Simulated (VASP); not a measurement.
# BiTe (Fm-3m) in VASP: a series of runs

BiTe is run at these levels: r2SCAN; tasks: single point.

All numbers are computed with VASP 6.6.1; they aren't measurements. Logs are shortened: lines on timing, memory, paths and dates and some standing lists are left out, and cuts for length are marked.

## 1. The cell of the first run

The structure is cubic, space group Fm-3m (No. 225). Conventional cell: a = 6.383 Å, b = 6.383 Å, c = 6.383 Å, α = 90.00°, β = 90.00°, γ = 90.00°. Bi (site symmetry m-3m) has 6 Te at 3.19 Å within 4.2 Å. Within 4.2 Å of Te (site symmetry m-3m) lie 6 Bi at 3.19 Å.

## 2. Single point, r2SCAN

POSCAR reads:

```
BiTe
1.0
    0.0000000000      3.1912784242      3.1912784242
    3.1912784242      0.0000000000      3.1912784242
    3.1912784242      3.1912784242      0.0000000000
Bi Te
1 1
Direct
    0.0000000000      0.0000000000      0.0000000000
    0.5000000000      0.5000000000      0.5000000000
```

INCAR.step1 reads:

```
SYSTEM = BiTe
  ALGO = Normal
  EDIFF = 1E-4
  ENCUT = 520
  GGA = PE
  ISMEAR = -1
  LASPH = .TRUE.
  LCHARG = .FALSE.
  LREAL = .FALSE.
  LWAVE = .TRUE.
  NBANDS = 18
  NELM = 60
  PREC = Accurate
  SIGMA = 0.05
```

INCAR.step2 reads:

```
SYSTEM = BiTe
  ALGO = Normal
  EDIFF = 1E-6
  ENCUT = 520
  ISIF = 2
  ISMEAR = -1
  ISTART = 1
  LASPH = .TRUE.
  LCHARG = .FALSE.
  LMIXTAU = .TRUE.
  LREAL = .FALSE.
  LWAVE = .FALSE.
  METAGGA = R2SCAN
  NBANDS = 18
  NELM = 60
  PREC = Accurate
  SIGMA = 0.05
```

KPOINTS reads:

```
k-points
0
G
  7 7 7
  0 0 0
```

Potentials or basis: VASP PAW PBE potentials, release 64 (Bi_d, Te).

Launch:

```sh
cat potpaw_PBE.64/Bi_d/POTCAR potpaw_PBE.64/Te/POTCAR > POTCAR
cp INCAR.step1 INCAR
mpirun -np 1 vasp_std > vasp.out
cp INCAR.step2 INCAR
mpirun -np 1 vasp_std > vasp.out
```

OUTCAR:

```text
SYSTEM = BiTe
   EDIFF = 1E-6
   ENCUT = 520
   ISIF = 2
   ISMEAR = -1
   ISTART = 1
   LASPH = .TRUE.
   LREAL = .FALSE.
   METAGGA = R2SCAN
   NELM = 60
   PREC = Accurate

 ion  position               nearest neighbor table
   1  0.000  0.000  0.000-   2 3.19   2 3.19   2 3.19   2 3.19   2 3.19   2 3.19
   2  0.500  0.500  0.500-   1 3.19   1 3.19   1 3.19   1 3.19   1 3.19   1 3.19

  LATTYP: Found a face centered cubic cell.
 ALAT       =     6.3825568484

  Lattice vectors:

 A1 = (   0.0000000000,   3.1912784242,   3.1912784242)
 A2 = (   3.1912784242,   0.0000000000,   3.1912784242)
 A3 = (   3.1912784242,   3.1912784242,   0.0000000000)

Analysis of symmetry for initial positions (statically):
=====================================================================
 Subroutine PRICEL returns:
 Original cell was already a primitive cell.

 Routine SETGRP: Setting up the symmetry group for a
 face centered cubic supercell.

 Subroutine GETGRP returns: Found 48 space group operations
 (whereof 48 operations were pure point group operations)
 out of a pool of 48 trial point group operations.

The static configuration has the point symmetry O_h .

Analysis of symmetry for dynamics (positions and initial velocities):
=====================================================================
 Subroutine PRICEL returns:
 Original cell was already a primitive cell.

 Routine SETGRP: Setting up the symmetry group for a
 face centered cubic supercell.

 Subroutine GETGRP returns: Found 48 space group operations
 (whereof 48 operations were pure point group operations)
 out of a pool of 48 trial point group operations.

The dynamic configuration has the point symmetry O_h .

 Subroutine INISYM returns: Found 48 space group operations
 (whereof 48 operations are pure point group operations),
 and found     1 'primitive' translations

----------------------------------------------------------------------------------------

                                     Primitive cell

  volume of cell :      65.0016

  direct lattice vectors                    reciprocal lattice vectors
     0.000000000  3.191278424  3.191278424    -0.156677022  0.156677022  0.156677022
     3.191278424  0.000000000  3.191278424     0.156677022 -0.156677022  0.156677022
     3.191278424  3.191278424  0.000000000     0.156677022  0.156677022 -0.156677022

  length of vectors
     4.513149229  4.513149229  4.513149229     0.271372563  0.271372563  0.271372563

  position of ions in fractional coordinates (direct lattice)
     0.000000000  0.000000000  0.000000000
     0.500000000  0.500000000  0.500000000

  ion indices of the primitive-cell ions
   primitive index   ion index
                 1           1
                 2           2

----------------------------------------------------------------------------------------

 KPOINTS: k-points

Automatic generation of k-mesh.
 Grid dimensions read from file:
 generate k-points for:    7    7    7

 Generating k-lattice:

  Cartesian coordinates                     Fractional coordinates (reciprocal lattice)
    -0.022382432  0.022382432  0.022382432     0.142857143  0.000000000  0.000000000
     0.022382432 -0.022382432  0.022382432     0.000000000  0.142857143  0.000000000
     0.022382432  0.022382432 -0.022382432     0.000000000  0.000000000  0.142857143

  Length of vectors
     0.038767509  0.038767509  0.038767509

  Shift w.r.t. Gamma in fractional coordinates (k-lattice)
     0.000000000  0.000000000  0.000000000

 Subroutine IBZKPT returns following result:
 ===========================================

 Found     20 irreducible k-points:

 Following reciprocal coordinates:
            Coordinates               Weight
  0.000000  0.000000  0.000000      1.000000
  0.142857  0.000000  0.000000      8.000000
  0.285714  0.000000  0.000000      8.000000
  0.428571  0.000000  0.000000      8.000000
  0.142857  0.142857  0.000000      6.000000
  0.285714  0.142857  0.000000     24.000000
[... 12 lines left out ...]
 -0.428571  0.428571  0.142857     24.000000
 -0.285714  0.428571  0.142857     24.000000
   k-points           NKPTS =     20   k-points in BZ     NKDIM =     20   number of bands    NBANDS=     18
   number of dos      NEDOS =    301   number of ions     NIONS =      2
   total plane-waves  NPLWV =  46656
   dimension x,y,z NGX =    36 NGY =   36 NGZ =   36
   dimension x,y,z NGXF=    72 NGYF=   72 NGZF=   72
   ions per type =               1   1
   NGX,Y,Z   is equivalent  to a cutoff of  13.26, 13.26, 13.26 a.u.
   NGXF,Y,Z  is equivalent  to a cutoff of  26.52, 26.52, 26.52 a.u.
 SYSTEM =  BiTe
   PREC   = accura    normal or accurate (medium, high low for compatibility)
   ISTART =      1    job   : 0-new  1-cont  2-samecut
   ICHARG =      0    charge: 1-file 2-atom 10-const
   ISPIN  =      1    spin polarized calculation?
   LNONCOLLINEAR =      F non collinear calculations
   LSORBIT =      F    spin-orbit coupling
   LASPH  =      T    aspherical Exc in radial PAW
   ENCUT  =  520.0 eV  38.22 Ry    6.18 a.u.   8.39  8.39  8.39*2*pi/ulx,y,z
   NELM   =     60;   NELMIN=  2; NELMDL=  0     # of ELM steps
   EDIFF  = 0.1E-05   stopping-criterion for ELM
   LREAL  =      F    real-space projection
   EDIFFG = 0.1E-04   stopping-criterion for IOM
   NSW    =      0    number of steps for IOM
   IBRION =     -1    ionic relax: 0-MD 1-quasi-New 2-CG
   NFREE  =      0    steps in history (QN), initial steepest desc. (CG)
   ISIF   =      2    stress and relaxation
   ISYM   =      2    0-nonsym 1-usesym 2-fastsym
   POTIM  = 0.5000    time-step for ionic-motion
   TEBEG  =    0.0;   TEEND  =   0.0 temperature during run
   PSTRESS=    0.0 pullay stress
   NELECT =      21.0000    total number of electrons
   NUPDOWN=      -1.0000    fix difference up-down
   EMIN   =  10.00;   EMAX   =-10.00  energy-range for DOS
   EFERMI =   0.00;   METHOD = LEGACY
   ISMEAR =    -1;   SIGMA  =   0.05  broadening in eV -4-tet -1-fermi 0-gaus
   EFERMI_NEDOS =   21; number of points for ismear=-14 and -15
   IALGO  =     38    algorithm
   IMIX   =      4    mixing-type and parameters
     AMIX     =   0.40;   BMIX     =  1.00
     AMIX_MAG =   1.60;   BMIX_MAG =  1.00
  volume/ion in A,a.u.               =      32.50       219.33
  Fermi-wavevector in a.u.,A,eV,Ry     =   1.123328  2.122782 17.168725  1.261866
  Thomas-Fermi vector in A             =   2.259993
   LORBIT       =      0    0 simple, 1 ext, 2 COOP (PROOUT), +10 PAW based schemes
   METAGGA = R2SCAN    functional components
   LHFCALC =     F    Hartree Fock is set to
   AEXX    =    0.0000 exact exchange contribution
   IVDW    =     0    specifies the selected vdW correction
   LEPSILON=     F    determine dielectric tensor
   LRPA    =     F    only Hartree local field effects (RPA)
 non-spin polarized calculation
  energy-cutoff  :      520.00
  volume of cell :       65.00
 maximum number of plane-waves:      1807
 NGX is ok and might be reduce to    36
   NGX = 17   NGY = 17   NGZ = 17

 number of electron      21.0000003 magnetization

 Free energy of the ion-electron system (eV)
  ---------------------------------------------------
  ext. energy  EPLUGINS =         0.00000000
  ---------------------------------------------------
  free energy    TOTEN  =       -83.99462822 eV

  energy without entropy =      -83.97754854  energy(sigma->0) =      -83.98608838

 E-fermi :   7.1750     XC(G=0): -10.1947

 val. band max:        7.1342067596   @ k =   0.2857   0.1429   0.0000
 cond. band min:       7.1864825604   @ k =   0.1429   0.1429   0.0000
 fundamental gap:      0.0522758008
 Fermi energy:         7.1750035610

 k-point     1 :       0.0000    0.0000    0.0000
  band No.  band energies     occupation
      1     -16.8147      2.00000
      2     -16.8147      2.00000
      3     -16.8070      2.00000
      4     -16.8069      2.00000
      5     -16.8069      2.00000
      6      -7.3467      2.00000
[... 10 lines left out ...]
     17      14.0264      0.00000
     18      14.0901      0.00000

 k-point     2 :       0.1429    0.0000    0.0000
  band No.  band energies     occupation
      1     -16.8157      2.00000
      2     -16.8157      2.00000
      3     -16.8065      2.00000
      4     -16.8055      2.00000
      5     -16.8055      2.00000
      6      -7.1437      2.00000
[... 10 lines left out ...]
     17      15.2031      0.00000
     18      15.2205      0.00000

 k-point     3 :       0.2857    0.0000    0.0000
  band No.  band energies     occupation
      1     -16.8185      2.00000
      2     -16.8185      2.00000
      3     -16.8055      2.00000
      4     -16.8018      2.00000
      5     -16.8018      2.00000
      6      -6.5448      2.00000
[... 10 lines left out ...]
     17      17.2467      0.00000
     18      17.5233      0.00000

 k-point     4 :       0.4286    0.0000    0.0000
  band No.  band energies     occupation
      1     -16.8209      2.00000
      2     -16.8209      2.00000
      3     -16.8048      2.00000
      4     -16.7987      2.00000
      5     -16.7987      2.00000
      6      -5.5945      2.00000
[... 291 lines left out ...]
      4     -16.8001      2.00000
      5     -16.7965      2.00000
      6      -5.2440      2.00000
[... 10 lines left out ...]
     17      16.8932      0.00000
     18      18.2865      0.00000

 k-point    19 :      -0.4286    0.4286    0.1429
  band No.  band energies     occupation
      1     -16.8313      2.00000
      2     -16.8124      2.00000
      3     -16.8080      2.00000
      4     -16.7972      2.00000
      5     -16.7942      2.00000
      6      -5.2332      2.00000
[... 10 lines left out ...]
     17      17.6196      0.00000
     18      18.2116      0.00000

 k-point    20 :      -0.2857    0.4286    0.1429
  band No.  band energies     occupation
      1     -16.8289      2.00000
      2     -16.8150      2.00000
      3     -16.8041      2.00000
      4     -16.8006      2.00000
      5     -16.7943      2.00000
      6      -4.7762      2.00000
[... 10 lines left out ...]
     17      17.2176      0.00000
     18      18.1336      0.00000

------------------------ aborting loop because EDIFF is reached ----------------------------------------

  FORCE on cell =-STRESS in cart. coord.  units (eV):
  Direction    XX          YY          ZZ          XY          YZ          ZX
  --------------------------------------------------------------------------------------
  -------------------------------------------------------------------------------------
  Total        0.9647318      0.9647318      0.9647318      0.0000000      0.0000000     -0.0000000
  in kB       23.7789720     23.7789720     23.7789720      0.0000000      0.0000000     -0.0000000
  external PRESSURE =      23.7789720 kB  Pullay stress =       0.0000000 kB

 VOLUME and BASIS-vectors are now :
 -----------------------------------------------------------------------------
  energy-cutoff  :      520.00
  volume of cell :       65.00
      direct lattice vectors                 reciprocal lattice vectors
     0.000000000  3.191278424  3.191278424    -0.156677022  0.156677022  0.156677022
     3.191278424  0.000000000  3.191278424     0.156677022 -0.156677022  0.156677022
     3.191278424  3.191278424  0.000000000     0.156677022  0.156677022 -0.156677022

 POSITION                                       TOTAL-FORCE (eV/Angst)
 -----------------------------------------------------------------------------------
      0.00000      0.00000      0.00000         0.000000      0.000000     -0.000000
      3.19128      3.19128      3.19128         0.000000      0.000000      0.000000
 -----------------------------------------------------------------------------------
    total drift:                               -0.000000      0.000000      0.000000

  FREE ENERGIE OF THE ION-ELECTRON SYSTEM (eV)
  ---------------------------------------------------
  free  energy   TOTEN  =       -83.9946282175 eV

  energy  without entropy=      -83.9775485419  energy(sigma->0) =      -83.98608838
```

Run time: 40 s. Hardware: 1 thread of Intel Xeon 6975P-C (Granite Rapids), shared host; peak memory 0.21 GiB.

Results:

```
Free energy : -83.9946 eV
Pressure    : 2.4 GPa
```

Levels at points of the mesh, in eV from the Fermi level:
```csv
k point,band 8,band 9,band 10,band 11,band 12,band 13
"(0.00, 0.00, 0.00)",-2.98,-2.98,-2.98,2.27,2.27,2.27
```

Caveat: the PAW data sets were made with another functional, which shifts forces and pressure a little; spin-orbit coupling is left out, which moves the levels of the heavy elements.

## 3. Single point, r2SCAN

This run uses another cell than the first one, of 33.18 Å³/atom, 1.021 times its volume.

POSCAR reads:

```
BiTe
1.0
    0.0000000000      3.2132879364      3.2132879364
    3.2132879364      0.0000000000      3.2132879364
    3.2132879364      3.2132879364      0.0000000000
Bi Te
1 1
Direct
    0.0000000000      0.0000000000      0.0000000000
    0.5000000000      0.5000000000      0.5000000000
```

INCAR.step1 reads:

```
SYSTEM = BiTe
PREC = Accurate ; ENCUT = 520
ISMEAR = -1 ; SIGMA = 0.05
LREAL = .False. ; LASPH = .True.
NELM = 100 ; NBANDS = 18
GGA = PE ; ALGO = Normal
EDIFF = 1E-4 ; LWAVE = .True.
LCHARG = .False.
```

INCAR.step2 reads:

```
SYSTEM = BiTe
PREC = Accurate ; ENCUT = 520
EDIFF = 1E-6 ; ISMEAR = -1
SIGMA = 0.05 ; LREAL = .False.
LASPH = .True. ; NELM = 100
ALGO = Normal ; ISIF = 2
LWAVE = .False. ; LCHARG = .False.
METAGGA = R2SCAN ; LMIXTAU = .True.
NBANDS = 18 ; ISTART = 1
```

KPOINTS reads:

```
Automatic mesh
0
Gamma
  7 7 7
  0 0 0
```

Potentials or basis: VASP PAW PBE potentials, release 64 (Bi_d, Te).

Launch:

```sh
cat potpaw_PBE.64/Bi_d/POTCAR potpaw_PBE.64/Te/POTCAR > POTCAR
cp INCAR.step1 INCAR
mpirun -np 1 vasp_std > vasp.out
cp INCAR.step2 INCAR
mpirun -np 1 vasp_std > vasp.out
```

Run time: 50 s. Hardware: 1 thread of Intel Xeon 6975P-C (Granite Rapids), shared host; peak memory 0.23 GiB.

The run converged. Its results:

| Quantity | Value |
| --- | --- |
| Free energy | -84.0098 eV |
| Pressure | 1.2 GPa |

Levels at points of the mesh, in eV from the Fermi level:
```csv
k point,band 8,band 9,band 10,band 11,band 12,band 13
"(0.00, 0.00, 0.00)",-2.91,-2.91,-2.91,2.23,2.23,2.23
```

Caveat: the PAW data sets were made with another functional, which shifts forces and pressure a little; spin-orbit coupling is left out, which moves the levels of the heavy elements.

## 4. Single point, r2SCAN

This run uses another cell than the first one, of 33.86 Å³/atom, 1.042 times its volume.

POSCAR reads:

```
BiTe
1.0
    0.0000000000      3.2350000000      3.2350000000
    3.2350000000      0.0000000000      3.2350000000
    3.2350000000      3.2350000000      0.0000000000
Bi Te
1 1
Direct
    0.0000000000      0.0000000000      0.0000000000
    0.5000000000      0.5000000000      0.5000000000
```

INCAR.step1 reads:

```
ALGO = Normal ; EDIFF = 1E-4
ENCUT = 520 ; GGA = PE
ISMEAR = -1 ; LASPH = True
LCHARG = False ; LREAL = False
LWAVE = True ; NBANDS = 18
NELM = 60 ; PREC = Accurate
SIGMA = 0.05
```

INCAR.step2 reads:

```
ALGO = Normal ; EDIFF = 1E-6
ENCUT = 520 ; ISIF = 2
ISMEAR = -1 ; ISTART = 1
LASPH = True ; LCHARG = True
LELF = True ; LMIXTAU = True
LREAL = False ; LVHAR = True
LWAVE = False ; METAGGA = R2SCAN
NBANDS = 18 ; NELM = 60
PREC = Accurate ; SIGMA = 0.05
```

KPOINTS reads:

```
k-points
0
Gamma
  7 7 7
```

Launch:

```sh
cat potpaw_PBE.64/Bi_d/POTCAR potpaw_PBE.64/Te/POTCAR > POTCAR
cp INCAR.step1 INCAR
mpirun -np 1 vasp_std > vasp.out
cp INCAR.step2 INCAR
mpirun -np 1 vasp_std > vasp.out
```

Run time: 60 s. Hardware: 1 thread of Intel Xeon 6975P-C (Granite Rapids), shared host; peak memory 0.22 GiB.

The run converged. Its results:

```yaml
Free_energy: -84.0154 eV
Pressure: 0.1 GPa
```

Levels at points of the mesh, in eV from the Fermi level:
```csv
k point,band 7,band 8,band 9,band 10,band 11,band 12,band 13,band 14
"(0.00, 0.00, 0.00)",-8.35,-2.85,-2.85,-2.85,2.20,2.20,2.20,4.96
```

Caveat: the PAW data sets were made with another functional, which shifts forces and pressure a little; spin-orbit coupling is left out, which moves the levels of the heavy elements.

## 5. Single point, r2SCAN

This run uses another cell than the first one, of 34.53 Å³/atom, 1.062 times its volume.

POSCAR reads:

```
BiTe
1.0
    0.0000000000      3.2564244654      3.2564244654
    3.2564244654      0.0000000000      3.2564244654
    3.2564244654      3.2564244654      0.0000000000
Bi Te
1 1
Direct
    0.0000000000      0.0000000000      0.0000000000
    0.5000000000      0.5000000000      0.5000000000
```

INCAR.step1 reads:

```
SYSTEM = BiTe
PREC     = Accurate       ! precision mode
ENCUT    = 520            ! plane-wave cutoff, eV
ISMEAR   = -1             ! smearing method
SIGMA    = 0.05           ! smearing width, eV
LREAL    = .FALSE.        ! projectors in reciprocal space
LASPH    = .TRUE.         ! aspherical terms in the spheres
NELM     = 100            ! most SCF steps
NBANDS   = 18             ! bands
GGA      = PE             ! functional
ALGO     = Normal         ! electronic algorithm
EDIFF    = 1E-4           ! SCF threshold, eV
LWAVE    = .TRUE.         ! write WAVECAR
LCHARG   = .FALSE.        ! write CHGCAR
```

INCAR.step2 reads:

```
SYSTEM = BiTe
PREC     = Accurate       ! precision mode
ENCUT    = 520            ! plane-wave cutoff, eV
EDIFF    = 1E-7           ! SCF threshold, eV
ISMEAR   = -1             ! smearing method
SIGMA    = 0.05           ! smearing width, eV
LREAL    = .FALSE.        ! projectors in reciprocal space
LASPH    = .TRUE.         ! aspherical terms in the spheres
NELM     = 100            ! most SCF steps
ALGO     = Normal         ! electronic algorithm
ISIF     = 2              ! what is computed and relaxed
LWAVE    = .FALSE.        ! write WAVECAR
LCHARG   = .FALSE.        ! write CHGCAR
METAGGA  = R2SCAN         ! meta-GGA
LMIXTAU  = .TRUE.       
NBANDS   = 18             ! bands
ISTART   = 1
```

KPOINTS reads:

```
Automatic mesh
0
G
  7 7 7
  0 0 0
```

Launch:

```sh
cat potpaw_PBE.64/Bi_d/POTCAR potpaw_PBE.64/Te/POTCAR > POTCAR
cp INCAR.step1 INCAR
mpirun -np 1 vasp_std > vasp.out
cp INCAR.step2 INCAR
mpirun -np 1 vasp_std > vasp.out
```

Run time: 76 s. Hardware: 1 thread of Intel Xeon 6975P-C (Granite Rapids), shared host; peak memory 0.22 GiB.

It converged, with:

```
Free energy : -84.0122 eV
Pressure    : -0.9 GPa
```

Levels at points of the mesh, in eV from the Fermi level:
| k point | band 6 | band 7 | band 8 | band 9 | band 10 | band 11 | band 12 | band 13 | band 14 | band 15 |
| --- | --- | --- | --- | --- | --- | --- | --- | --- | --- | --- |
| (0.00, 0.00, 0.00) | -14.05 | -8.43 | -2.78 | -2.78 | -2.78 | 2.16 | 2.16 | 2.16 | 5.00 | 5.00 |

Caveat: the PAW data sets were made with another functional, which shifts forces and pressure a little; spin-orbit coupling is left out, which moves the levels of the heavy elements.

## 6. Summary

```tsv
cell	gap on the mesh (eV)	pressure (GPa)
a = 4.513 Å, angles 60.0°, 2 atoms	none	2.4
a = 4.544 Å, angles 60.0°, 2 atoms	none	1.2
a = 4.575 Å, angles 60.0°, 2 atoms	none	0.1
a = 4.605 Å, angles 60.0°, 2 atoms	none	-0.9
```

Alike in all rows: task single point; level r2SCAN; potentials or basis VASP PAW PBE potentials, release 64 (Bi_d, Te); no spin polarisation; k mesh 7 × 7 × 7; cutoff (eV) 520; smearing fermi-dirac 0.05 eV.

Caveats: the PAW data sets were made with another functional, which shifts forces and pressure a little; spin-orbit coupling is left out, which moves the levels of the heavy elements.

Absolute energies hang on the potentials; compare differences alone.
